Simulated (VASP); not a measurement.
EuS, 2 atoms in the cell. It takes space group Fm-3m (No. 225, cubic). Conventional cell: a = 6.074 Å, b = 6.074 Å, c = 6.074 Å, α = 90.00°, β = 90.00°, γ = 90.00°. Within 4.0 Å of Eu (site symmetry m-3m) lie 6 S at 3.04 Å. Within 4.0 Å of S (site symmetry m-3m) lie 6 Eu at 3.04 Å. 

- Program: VASP 6.6.1
- Task: electric field gradients
- Functional: PBE
- Potentials or basis: VASP PAW PBE potentials, release 64 (Eu, S)
- Cutoff: 520 eV
- k mesh: 10 × 10 × 10
- Occupations: fermi-dirac, width 0.05 eV
- Spin: collinear spin, ferromagnetic start
- Starting moments: [7.0, 0.0] μB
- Dipole correction: no
- Further INCAR settings: ALGO = Normal; EDIFF = 1e-08; NBANDS = 22

Potentials or basis: VASP PAW PBE potentials, release 64 (Eu, S).

Launch:

```console
$ cat potpaw_PBE.64/Eu/POTCAR potpaw_PBE.64/S/POTCAR > POTCAR
$ mpirun -np 1 vasp_std > vasp.out
```

Hardware: 1 thread of Intel(R) Xeon(R) Platinum 8259CL CPU @ 2.50GHz (Skylake/Cascade Lake) (shared host).

Problem. Estimate the wall time of this run.

Solution. It took 2.2 min on 1 thread of Intel(R) Xeon(R) Platinum 8259CL CPU @ 2.50GHz (Skylake/Cascade Lake), with other jobs on the host, peak memory 0.27 GiB. Counts: scf iterations 22, k points 47.
